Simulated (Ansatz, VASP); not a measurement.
## One calculation of Os, two programs

```
Os
1.0
     0.00000    2.00335    2.00335
     2.00335    0.00000    2.00335
     2.00335    2.00335    0.00000
Os
1
Direct
  0.00000 0.00000 0.00000
```

Change from the starting cell: strain +0.030 along x and y, +0.030 along z, atoms carried along.

Alike in both runs: task single point; functional r2SCAN; k mesh 20 × 20 × 20; occupations gaussian, width 0.15 eV; no spin polarisation.

|  | VASP | Ansatz |
| --- | --- | --- |
| version | VASP 6.6.1 | Ansatz 0.2.0 |
| potentials or method | VASP PAW PBE potentials, release 64 (Os), cutoff 520 eV | scalar-relativistic, plane waves, PAW |
| valence electrons in the cell | 8 | 16 |

```csv
,VASP,Ansatz,Ansatz less VASP
gap on the k mesh at the Fermi level (eV),none,none,-
pressure (GPa),-40.5,-40.6,-0.05
```

VASP's potentials were made for PBE, not for r2SCAN. A gap of «none» marks a metal or a gap that the smearing closes. Both programs put the cell under strong tension, so it lies far from rest at this level. VASP's potentials hold 8 valence electrons a cell and Ansatz's 16, so a difference there can come from the potentials and not from the codes.

Neither program's run includes spin-orbit coupling. Noted on VASP's run: the cell as given lies far from equilibrium.
